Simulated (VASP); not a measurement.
A run of VASP 6.6.1 is set up as follows.

Contents of INCAR:

```
SYSTEM = Fe
PREC = Accurate
ENCUT = 520
EDIFF = 1E-6
ISMEAR = -1
SIGMA = 0.05
LREAL = .FALSE.
LASPH = .TRUE.
NELM = 150
ALGO = Fast
ISIF = 2
LWAVE = .FALSE.
LCHARG = .FALSE.
ISPIN = 2
MAGMOM = 3
LORBIT = 11
LMAXMIX = 4
NBANDS = 14
```

KPOINTS

```
regular mesh
0
G
  13 13 13
  0 0 0
```

The input POSCAR:

```
Fe
1.0
   -1.4234976093      1.4234976093      1.4234976093
    1.4234976093     -1.4234976093      1.4234976093
    1.4234976093      1.4234976093     -1.4234976093
Fe
1
Direct
    0.0000000000      0.0000000000      0.0000000000
```

Potentials or basis: VASP PAW LDA potentials, release 64 (Fe).

Run with:

```console
$ cat potpaw_LDA.64/Fe/POTCAR > POTCAR
$ mpirun -np 1 vasp_std > vasp.out
```

Q: Estimate the site moments.

A: Fe +2.07 μB.

Q: What does it give for the pressure?

A: -21.7 GPa.

Q: Estimate the net moment.

A: 2.09 μB per cell.
